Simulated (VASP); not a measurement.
Here is a VASP 6.6.1 calculation.

Contents of INCAR:

```
SYSTEM = HfC
  ALGO = Normal
  EDIFF = 1E-6
  ENCUT = 520
  GGA = PE
  ISIF = 2
  ISMEAR = -1
  LASPH = .True.
  LCHARG = .True.
  LELF = .True.
  LREAL = .False.
  LVHAR = .True.
  LWAVE = .False.
  NBANDS = 14
  NELM = 60
  PREC = Accurate
  SIGMA = 0.05
```

The input KPOINTS:

```
k-points
0
Gamma
  13 13 13
  0 0 0
```

The input POSCAR:

```
HfC
1.0
    0.0000000000      2.3171388429      2.3171388429
    2.3171388429      0.0000000000      2.3171388429
    2.3171388429      2.3171388429      0.0000000000
Hf C
1 1
Direct
    0.0000000000      0.0000000000      0.0000000000
    0.5000000000      0.5000000000      0.5000000000
```

Potentials or basis: VASP PAW PBE potentials, release 64 (Hf_pv, C).

The run is started by

```sh
$ cat potpaw_PBE.64/Hf_pv/POTCAR potpaw_PBE.64/C/POTCAR > POTCAR
$ mpirun -np 1 vasp_std > vasp.out
```

**Question.** Estimate the pressure.

**Answer.** 2.0 GPa.

**Question.** Estimate the band gap on the k mesh.

**Answer.** Zero (band 7 reaches 7.04 eV, above the bottom of band 8 at 5.64 eV).

Caveat: spin-orbit coupling is left out, which moves the levels of the heavy elements.
